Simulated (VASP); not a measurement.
# Ag (P6_3/mmc) in VASP: notebook

The runs below take Ag through single point, with r2SCAN, PBEsol, LDA.

All numbers are computed with VASP 6.6.1; they aren't measurements. Logs are shortened: lines on timing, memory, paths and dates and some standing lists are left out, and cuts for length are marked.

### 1 The cell of the first run

Symmetry: P6_3/mmc, No. 194, hexagonal system. Conventional cell: a = 2.969 Å, b = 2.969 Å, c = 4.853 Å, α = 90.00°, β = 90.00°, γ = 120.00°. Ag (site symmetry -6m2) has 12 Ag at 2.97 Å within 3.9 Å.

### 2 Single point, r2SCAN

POSCAR

```
Ag
1.0
    2.9685570532      0.0000000000      0.0000000000
   -1.4842785266      2.5708458207      0.0000000000
    0.0000000000      0.0000000000      4.8530335443
Ag
2
Direct
    0.6666666667      0.3333333333      0.7500000000
    0.3333333333      0.6666666667      0.2500000000
```

INCAR.step1

```
  PREC = Accurate
  ENCUT = 520
  ISMEAR = -1
  SIGMA = 0.05
  LREAL = False
  LASPH = True
  NELM = 80
  NBANDS = 18
  GGA = PE
  ALGO = Normal
  EDIFF = 1E-4
  LWAVE = True
  LCHARG = False
```

INCAR.step2

```
  PREC = Accurate
  ENCUT = 520
  EDIFF = 1E-6
  ISMEAR = -1
  SIGMA = 0.05
  LREAL = False
  LASPH = True
  NELM = 80
  ALGO = Normal
  ISIF = 2
  LWAVE = False
  LCHARG = True
  METAGGA = R2SCAN
  LMIXTAU = True
  LELF = True
  LVHAR = True
  NBANDS = 18
  ISTART = 1
```

KPOINTS

```
regular mesh
0
Gamma
  10 10 6
```

Potentials or basis: VASP PAW PBE potentials, release 64 (Ag).

Started as:

```
$ cat potpaw_PBE.64/Ag/POTCAR > POTCAR
$ cp INCAR.step1 INCAR
$ mpirun -np 1 vasp_std > vasp.out
$ cp INCAR.step2 INCAR
$ mpirun -np 1 vasp_std > vasp.out
```

OUTCAR:

```text
PREC = Accurate
   ENCUT = 520
   EDIFF = 1E-6
   ISMEAR = -1
   LREAL = False
   LASPH = True
   NELM = 80
   ISIF = 2
   METAGGA = R2SCAN
   ISTART = 1

 ion  position               nearest neighbor table
   1  0.667  0.333  0.750-   2 2.97   2 2.97   2 2.97   2 2.97   2 2.97   2 2.97
   2  0.333  0.667  0.250-   1 2.97   1 2.97   1 2.97   1 2.97   1 2.97   1 2.97

  LATTYP: Found a hexagonal cell.
 ALAT       =     2.9685570532
 C/A-ratio  =     1.6348122867

  Lattice vectors:

 A1 = (   2.9685570532,   0.0000000000,   0.0000000000)
 A2 = (  -1.4842785266,   2.5708458207,   0.0000000000)
 A3 = (   0.0000000000,   0.0000000000,   4.8530335443)

Analysis of symmetry for initial positions (statically):
=====================================================================
 Subroutine PRICEL returns:
 Original cell was already a primitive cell.

 Routine SETGRP: Setting up the symmetry group for a
 hexagonal supercell.

 Subroutine GETGRP returns: Found 24 space group operations
 (whereof 12 operations were pure point group operations)
 out of a pool of 24 trial point group operations.

The static configuration has the point symmetry D_3d.
 The point group associated with its full space group is D_6h.

Analysis of symmetry for dynamics (positions and initial velocities):
=====================================================================
 Subroutine PRICEL returns:
 Original cell was already a primitive cell.

 Routine SETGRP: Setting up the symmetry group for a
 hexagonal supercell.

 Subroutine GETGRP returns: Found 24 space group operations
 (whereof 12 operations were pure point group operations)
 out of a pool of 24 trial point group operations.

The dynamic configuration has the point symmetry D_3d.
 The point group associated with its full space group is D_6h.

 Subroutine INISYM returns: Found 24 space group operations
 (whereof 12 operations are pure point group operations),
 and found     1 'primitive' translations

----------------------------------------------------------------------------------------

                                     Primitive cell

  volume of cell :      37.0369

  direct lattice vectors                    reciprocal lattice vectors
     2.968557053  0.000000000  0.000000000     0.336863999  0.194488520  0.000000000
    -1.484278527  2.570845821  0.000000000     0.000000000  0.388977041  0.000000000
     0.000000000  0.000000000  4.853033544     0.000000000  0.000000000  0.206056684

  length of vectors
     2.968557053  2.968557053  4.853033544     0.388977041  0.388977041  0.206056684

  position of ions in fractional coordinates (direct lattice)
     0.666666667  0.333333333  0.750000000
     0.333333333  0.666666667  0.250000000

  ion indices of the primitive-cell ions
   primitive index   ion index
                 1           1
                 2           2

----------------------------------------------------------------------------------------

 KPOINTS: regular mesh

Automatic generation of k-mesh.
 Grid dimensions read from file:
 generate k-points for:   10   10    6

 Generating k-lattice:

  Cartesian coordinates                     Fractional coordinates (reciprocal lattice)
     0.033686400  0.019448852  0.000000000     0.100000000  0.000000000  0.000000000
     0.000000000  0.038897704  0.000000000     0.000000000  0.100000000  0.000000000
     0.000000000  0.000000000  0.034342781     0.000000000  0.000000000  0.166666667

  Length of vectors
     0.038897704  0.038897704  0.034342781

  Shift w.r.t. Gamma in fractional coordinates (k-lattice)
     0.000000000  0.000000000  0.000000000

 Subroutine IBZKPT returns following result:
 ===========================================

 Found     56 irreducible k-points:

 Following reciprocal coordinates:
            Coordinates               Weight
  0.000000  0.000000  0.000000      1.000000
  0.100000  0.000000  0.000000      6.000000
  0.200000  0.000000  0.000000      6.000000
  0.300000  0.000000  0.000000      6.000000
  0.400000  0.000000  0.000000      6.000000
  0.500000  0.000000  0.000000      3.000000
[... 16 lines left out ...]
  0.300000  0.100000  0.166667     24.000000
  0.400000  0.100000  0.166667     24.000000
 [... further k-points ...]
   k-points           NKPTS =     56   k-points in BZ     NKDIM =     56   number of bands    NBANDS=     18
   number of dos      NEDOS =    301   number of ions     NIONS =      2
   total plane-waves  NPLWV =  20736
   dimension x,y,z NGX =    24 NGY =   24 NGZ =   36
   dimension x,y,z NGXF=    48 NGYF=   48 NGZF=   72
   ions per type =               2
   NGX,Y,Z   is equivalent  to a cutoff of  13.44, 13.44, 12.33 a.u.
   NGXF,Y,Z  is equivalent  to a cutoff of  26.88, 26.88, 24.66 a.u.
 SYSTEM =  unknown system
   PREC   = accura    normal or accurate (medium, high low for compatibility)
   ISTART =      1    job   : 0-new  1-cont  2-samecut
   ICHARG =      0    charge: 1-file 2-atom 10-const
   ISPIN  =      1    spin polarized calculation?
   LNONCOLLINEAR =      F non collinear calculations
   LSORBIT =      F    spin-orbit coupling
   LASPH  =      T    aspherical Exc in radial PAW
   ENCUT  =  520.0 eV  38.22 Ry    6.18 a.u.   5.52  5.52  9.02*2*pi/ulx,y,z
   NELM   =     80;   NELMIN=  2; NELMDL=  0     # of ELM steps
   EDIFF  = 0.1E-05   stopping-criterion for ELM
   LREAL  =      F    real-space projection
   EDIFFG = 0.1E-04   stopping-criterion for IOM
   NSW    =      0    number of steps for IOM
   IBRION =     -1    ionic relax: 0-MD 1-quasi-New 2-CG
   NFREE  =      0    steps in history (QN), initial steepest desc. (CG)
   ISIF   =      2    stress and relaxation
   ISYM   =      2    0-nonsym 1-usesym 2-fastsym
   POTIM  = 0.5000    time-step for ionic-motion
   TEBEG  =    0.0;   TEEND  =   0.0 temperature during run
   PSTRESS=    0.0 pullay stress
   NELECT =      22.0000    total number of electrons
   NUPDOWN=      -1.0000    fix difference up-down
   EMIN   =  10.00;   EMAX   =-10.00  energy-range for DOS
   EFERMI =   0.00;   METHOD = LEGACY
   ISMEAR =    -1;   SIGMA  =   0.05  broadening in eV -4-tet -1-fermi 0-gaus
   EFERMI_NEDOS =   21; number of points for ismear=-14 and -15
   IALGO  =     38    algorithm
   IMIX   =      4    mixing-type and parameters
     AMIX     =   0.40;   BMIX     =  1.00
     AMIX_MAG =   1.60;   BMIX_MAG =  1.00
  volume/ion in A,a.u.               =      18.52       124.97
  Fermi-wavevector in a.u.,A,eV,Ry     =   1.376166  2.600577 25.767159  1.893833
  Thomas-Fermi vector in A             =   2.501435
   LORBIT       =      0    0 simple, 1 ext, 2 COOP (PROOUT), +10 PAW based schemes
   METAGGA = R2SCAN    functional components
   LHFCALC =     F    Hartree Fock is set to
   AEXX    =    0.0000 exact exchange contribution
   IVDW    =     0    specifies the selected vdW correction
   LEPSILON=     F    determine dielectric tensor
   LRPA    =     F    only Hartree local field effects (RPA)
 non-spin polarized calculation
  energy-cutoff  :      520.00
  volume of cell :       37.04
 maximum number of plane-waves:      1038
 NGX is ok and might be reduce to    24
   NGX = 11   NGY = 11   NGZ = 19

 number of electron      21.9999992 magnetization

 Free energy of the ion-electron system (eV)
  ---------------------------------------------------
  ext. energy  EPLUGINS =         0.00000000
  ---------------------------------------------------
  free energy    TOTEN  =       -42.65904703 eV

  energy without entropy =      -42.65422171  energy(sigma->0) =      -42.65663437

 E-fermi :   7.3258     XC(G=0): -12.3982

 val. band max:        7.2326442451   @ k =   0.0000   0.0000   0.0000
 cond. band min:       7.3455033427   @ k =   0.3000   0.2000   0.3333
 fundamental gap:      0.1128590976
 Fermi energy:         7.3257981900

 k-point     1 :       0.0000    0.0000    0.0000
  band No.  band energies     occupation
      1      -0.0022      2.00000
      2       1.1179      2.00000
      3       2.4844      2.00000
      4       2.5746      2.00000
      5       2.5746      2.00000
      6       2.7812      2.00000
[... 10 lines left out ...]
     17      25.3308      0.00000
     18      25.4711      0.00000

 k-point     2 :       0.1000    0.0000    0.0000
  band No.  band energies     occupation
      1       0.2624      2.00000
      2       1.2574      2.00000
      3       2.3616      2.00000
      4       2.6814      2.00000
      5       2.7049      2.00000
      6       2.7557      2.00000
[... 10 lines left out ...]
     17      25.4656      0.00000
     18      26.3393      0.00000

 k-point     3 :       0.2000    0.0000    0.0000
  band No.  band energies     occupation
      1       0.9442      2.00000
      2       1.5067      2.00000
      3       2.2647      2.00000
      4       2.5246      2.00000
      5       2.6325      2.00000
      6       2.8477      2.00000
[... 10 lines left out ...]
     17      24.1258      0.00000
     18      25.5811      0.00000

 k-point     4 :       0.3000    0.0000    0.0000
  band No.  band energies     occupation
      1       1.3890      2.00000
      2       1.5227      2.00000
      3       1.9811      2.00000
      4       2.6384      2.00000
      5       2.6676      2.00000
      6       2.7561      2.00000
[... 375 lines left out ...]
      4       2.2880      2.00000
      5       2.5121      2.00000
      6       2.8452      2.00000
[... 10 lines left out ...]
     17      23.1935      0.00000
     18      24.8055      0.00000

 k-point    23 :       0.3000    0.1000    0.1667
  band No.  band energies     occupation
      1       1.4278      2.00000
      2       1.5450      2.00000
      3       2.0438      2.00000
      4       2.2484      2.00000
      5       2.6347      2.00000
      6       2.8807      2.00000
[... 10 lines left out ...]
     17      22.0077      0.00000
     18      22.3692      0.00000

 k-point    24 :       0.4000    0.1000    0.1667
  band No.  band energies     occupation
      1       1.2949      2.00000
      2       1.3637      2.00000
      3       1.9208      2.00000
      4       2.3093      2.00000
      5       2.5173      2.00000
      6       3.0758      2.00000
[... 10 lines left out ...]
     17      19.5735      0.00000
     18      21.6951      0.00000

 [... further k-points ...]
[... 5 lines left out ...]
  --------------------------------------------------------------------------------------
  -------------------------------------------------------------------------------------
  Total       -1.2007248     -1.2007248     -1.3736012     -0.0000000      0.0000000      0.0000000
  in kB      -51.9420794    -51.9420794    -59.4205279     -0.0000000      0.0000000      0.0000000
  external PRESSURE =     -54.4348955 kB  Pullay stress =       0.0000000 kB

 VOLUME and BASIS-vectors are now :
 -----------------------------------------------------------------------------
  energy-cutoff  :      520.00
  volume of cell :       37.04
      direct lattice vectors                 reciprocal lattice vectors
     2.968557053  0.000000000  0.000000000     0.336863999  0.194488520  0.000000000
    -1.484278527  2.570845821  0.000000000     0.000000000  0.388977041  0.000000000
     0.000000000  0.000000000  4.853033544     0.000000000  0.000000000  0.206056684

 POSITION                                       TOTAL-FORCE (eV/Angst)
 -----------------------------------------------------------------------------------
      1.48428      0.85695      3.63978        -0.000000     -0.000000      0.000000
     -0.00000      1.71390      1.21326         0.000000      0.000000      0.000000
 -----------------------------------------------------------------------------------
    total drift:                               -0.000000      0.000000     -0.000000

  FREE ENERGIE OF THE ION-ELECTRON SYSTEM (eV)
  ---------------------------------------------------
  free  energy   TOTEN  =       -42.6590470316 eV

  energy  without entropy=      -42.6542217098  energy(sigma->0) =      -42.65663437
```

Wall time 39 s (1 thread of Intel Xeon 6975P-C (Granite Rapids), shared host); peak memory 0.17 GiB.

What came out:

| Quantity | Value |
| --- | --- |
| Free energy | -42.6590 eV |
| Pressure | -5.4 GPa |
| Band gap on the k mesh | zero (band 11 reaches 10.42 eV, above the bottom of band 12 at 3.70 eV) |

Levels at points of the mesh, in eV from the Fermi level:
```
           k point  band 8  band 9  band 10  band 11  band 12  band 13  band 14  band 15
(0.00, 0.00, 0.00)   -4.24   -4.24    -3.35    -3.35    -0.09     3.25    16.04    17.89
(0.50, 0.00, 0.00)   -3.23   -3.18    -3.10     0.18     1.42     6.82     7.09     9.02
(0.00, 0.00, 0.50)   -4.44   -3.62    -3.62    -3.62    -3.62    10.91    10.91    16.38
(0.50, 0.00, 0.50)   -3.36   -3.15    -3.15     0.97     0.97     4.29     4.29    13.50
```

Caveat: the PAW data sets were made with another functional, which shifts forces and pressure a little.

### 3 Single point, r2SCAN

This run uses another cell than the first one, of 18.87 Å³/atom, 1.019 times its volume.

POSCAR

```
Ag
1.0
    2.9874655697      0.0000000000      0.0000000000
   -1.4937327848      2.5872210763      0.0000000000
    0.0000000000      0.0000000000      4.8839454194
Ag
2
Direct
    0.6666666667      0.3333333333      0.7500000000
    0.3333333333      0.6666666667      0.2500000000
```

INCAR.step1: that of step 2 with these lines changed.

```diff
@@ -6,3 +6,3 @@
   LASPH = True
-  NELM = 80
+  NELM = 100
   NBANDS = 18
```

INCAR.step2

```
  PREC = Accurate
  ENCUT = 520
  EDIFF = 1E-7
  ISMEAR = -1
  SIGMA = 0.05
  LREAL = False
  LASPH = True
  NELM = 100
  ALGO = Normal
  ISIF = 2
  LWAVE = False
  LCHARG = False
  METAGGA = R2SCAN
  LMIXTAU = True
  NBANDS = 18
  ISTART = 1
```

KPOINTS

```
Automatic mesh
0
Gamma
  10 10 6
```

Potentials or basis: VASP PAW PBE potentials, release 64 (Ag).

Started as:

```
$ cat potpaw_PBE.64/Ag/POTCAR > POTCAR
$ cp INCAR.step1 INCAR
$ mpirun -np 1 vasp_std > vasp.out
$ cp INCAR.step2 INCAR
$ mpirun -np 1 vasp_std > vasp.out
```

OUTCAR:

```text
PREC = Accurate
   ENCUT = 520
   EDIFF = 1E-7
   ISMEAR = -1
   LREAL = False
   LASPH = True
   NELM = 100
   ISIF = 2
   METAGGA = R2SCAN
   ISTART = 1

 ion  position               nearest neighbor table
   1  0.667  0.333  0.750-   2 2.99   2 2.99   2 2.99   2 2.99   2 2.99   2 2.99
   2  0.333  0.667  0.250-   1 2.99   1 2.99   1 2.99   1 2.99   1 2.99   1 2.99

  LATTYP: Found a hexagonal cell.
 ALAT       =     2.9874655697
 C/A-ratio  =     1.6348122867

[... 192 lines left out ...]
      2       0.9885      2.00000
      3       2.3081      2.00000
      4       2.3962      2.00000
      5       2.3962      2.00000
      6       2.5953      2.00000
[... 481 lines left out ...]
      5       2.3418      2.00000
      6       2.8833      2.00000
[... 10 lines left out ...]
     17      19.1884      0.00000
     18      21.3074      0.00000

 [... further k-points ...]
[... 5 lines left out ...]
  --------------------------------------------------------------------------------------
  -------------------------------------------------------------------------------------
  Total       -1.5202754     -1.5202754     -1.7050672     -0.0000000      0.0000000     -0.0000000
  in kB      -64.5246412    -64.5246412    -72.3677113     -0.0000000      0.0000000     -0.0000000
  external PRESSURE =     -67.1389979 kB  Pullay stress =       0.0000000 kB

 VOLUME and BASIS-vectors are now :
 -----------------------------------------------------------------------------
  energy-cutoff  :      520.00
  volume of cell :       37.75
      direct lattice vectors                 reciprocal lattice vectors
     2.987465570  0.000000000  0.000000000     0.334731891  0.193257547  0.000000000
    -1.493732785  2.587221076  0.000000000     0.000000000  0.386515095  0.000000000
     0.000000000  0.000000000  4.883945419     0.000000000  0.000000000  0.204752493

 POSITION                                       TOTAL-FORCE (eV/Angst)
 -----------------------------------------------------------------------------------
      1.49373      0.86241      3.66296        -0.000000      0.000000      0.000000
     -0.00000      1.72481      1.22099         0.000000     -0.000000      0.000000
 -----------------------------------------------------------------------------------
    total drift:                                0.000000     -0.000000      0.000000

  FREE ENERGIE OF THE ION-ELECTRON SYSTEM (eV)
  ---------------------------------------------------
  free  energy   TOTEN  =       -42.6322366865 eV

  energy  without entropy=      -42.6274008276  energy(sigma->0) =      -42.62981876
```

OUTCAR.step1:

```text
PREC = Accurate
   ENCUT = 520
   ISMEAR = -1
   LREAL = False
   LASPH = True
[... 728 lines left out ...]
      1.49373      0.86241      3.66296        -0.000000      0.000000      0.000000
     -0.00000      1.72481      1.22099         0.000000     -0.000000      0.000000
 -----------------------------------------------------------------------------------
    total drift:                                0.000000     -0.000000      0.000000

  FREE ENERGIE OF THE ION-ELECTRON SYSTEM (eV)
  ---------------------------------------------------
  free  energy   TOTEN  =        -5.3958244348 eV

  energy  without entropy=       -5.3907348955  energy(sigma->0) =       -5.39327967
```

OSZICAR.step1:

```text
N       E                     dE             d eps       ncg     rms          rms(c)
DAV:   1     0.122506947861E+03    0.12251E+03   -0.11728E+04  2016   0.120E+03
DAV:   2    -0.378916150158E+01   -0.12630E+03   -0.11972E+03  2106   0.261E+02
DAV:   3    -0.582339053600E+01   -0.20342E+01   -0.20277E+01  2336   0.371E+01
DAV:   4    -0.582958074614E+01   -0.61902E-02   -0.61897E-02  2240   0.204E+00
DAV:   5    -0.582963612696E+01   -0.55381E-04   -0.55381E-04  2264   0.206E-01    0.569E+00
DAV:   6    -0.540899345285E+01    0.42064E+00   -0.11248E+00  2106   0.111E+01    0.388E+00
DAV:   7    -0.539976460492E+01    0.92288E-02   -0.11734E-02  2160   0.954E-01    0.229E+00
DAV:   8    -0.539580773157E+01    0.39569E-02   -0.11137E-03  2116   0.293E-01    0.876E-02
DAV:   9    -0.539582443483E+01   -0.16703E-04   -0.17700E-05  1312   0.323E-02
   1 F= -.53958244E+01 E0= -.53932797E+01  d E =-.508954E-02
```

Run time: 54 s. Hardware: 1 thread of Intel Xeon 6975P-C (Granite Rapids), shared host; peak memory 0.17 GiB.

Results:

```
Free energy            : -42.6322 eV
Pressure               : -6.7 GPa
Band gap on the k mesh : zero (band 11 reaches 10.14 eV, above the bottom of band 12 at 3.48 eV)
```

Levels at points of the mesh, in eV from the Fermi level:
```tsv
k point	band 7	band 8	band 9	band 10	band 11	band 12	band 13	band 14	band 15	band 16
(0.00, 0.00, 0.00)	-4.49	-4.19	-4.19	-3.33	-3.33	-0.04	3.16	15.98	17.78	17.78
(0.50, 0.00, 0.00)	-3.83	-3.22	-3.18	-3.10	0.20	1.38	6.73	7.01	8.85	10.09
(0.00, 0.00, 0.50)	-4.37	-4.37	-3.60	-3.60	-3.60	-3.60	10.77	10.77	16.31	16.31
(0.50, 0.00, 0.50)	-3.35	-3.35	-3.14	-3.14	1.00	1.00	4.19	4.19	13.34	13.34
```

Caveat: the PAW data sets were made with another functional, which shifts forces and pressure a little.

(Part 1 of 2 ends here.)
